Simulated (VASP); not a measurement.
Set up this calculation in VASP 6.6.1, as the native input.

```
Task                               : single point
Functional                         : HSE06
Potentials or basis                : VASP PAW PBE potentials, release 64 (Ca_sv, O)
Cutoff                             : 520 eV
k mesh                             : 6 × 6 × 6
Occupations                        : gaussian, width 0.01 eV
Spin                               : no spin polarisation
Dipole correction                  : no
Grid for exact exchange (PRECFOCK) : Normal
Further INCAR settings             : ALGO = Normal; EDIFF = 1e-06; NBANDS = 15
Share of exact exchange            : 0.25
Screening parameter                : 0.2079 1/Å
```

CaO:

```
Ca O
1.0
     0.00000    2.48317    2.78130
     2.48317    0.00000    2.78130
     2.48317    2.48317    0.00000
Ca O
1 1
Cartesian
  0.0000 0.0000 0.0000
  1.2416 1.2416 1.3906
```

This cell differs from its parent crystal: epitaxial xy strain -4.7%.

These files were run (other wordings do the same):

POSCAR

```
CaO
1.0
    0.0000000000      2.4831726570      2.7812956909
    2.4831726570      0.0000000000      2.7812956909
    2.4831726570      2.4831726570      0.0000000000
Ca O
1 1
Direct
    0.0000000000      0.0000000000      0.0000000000
    0.2500000000      0.2500000000      0.2500000000
```

INCAR.step1

```
PREC = Accurate ; ENCUT = 520
EDIFF = 1E-5 ; ISMEAR = 0
SIGMA = 0.01 ; LREAL = F
LASPH = T ; NELM = 60
ALGO = Normal ; ISIF = 2
LWAVE = T ; NBANDS = 15
GGA = PE
```

INCAR.step2

```
PREC = Accurate ; ENCUT = 520
EDIFF = 1E-6 ; ISMEAR = 0
SIGMA = 0.01 ; LREAL = F
LASPH = T ; NELM = 60
ALGO = Normal ; ISIF = 2
LWAVE = F ; LCHARG = T
GGA = PE ; LHFCALC = T
HFSCREEN = 0.2079 ; PRECFOCK = Normal
LELF = T ; LVHAR = T
NBANDS = 15 ; ISTART = 1
```

KPOINTS

```
Automatic mesh
0
Gamma
  6 6 6
```

Potentials or basis: VASP PAW PBE potentials, release 64 (Ca_sv, O).

The run is started by

```sh
$ cat potpaw_PBE.64/Ca_sv/POTCAR potpaw_PBE.64/O/POTCAR > POTCAR
$ cp INCAR.step1 INCAR
$ mpirun -np 1 vasp_std > vasp.out
$ cp INCAR.step2 INCAR
$ mpirun -np 1 vasp_std > vasp.out
```

It gave:

```json
{
  "Pressure": "2.8 GPa",
  "Band gap on the k mesh": "4.68 eV (least direct gap 5.41 eV)"
}
```

Caveat: the cell differs from its parent crystal (epitaxial xy strain -4.7%); the structure was generated, so it needn't be the stable form of CaO; the PAW data sets were made with another functional, which shifts forces and pressure a little.

Wall time 86 min on 1 thread of Intel(R) Xeon(R) Platinum 8375C CPU @ 2.90GHz (Ice Lake), with other jobs on the host, peak memory 0.28 GiB.
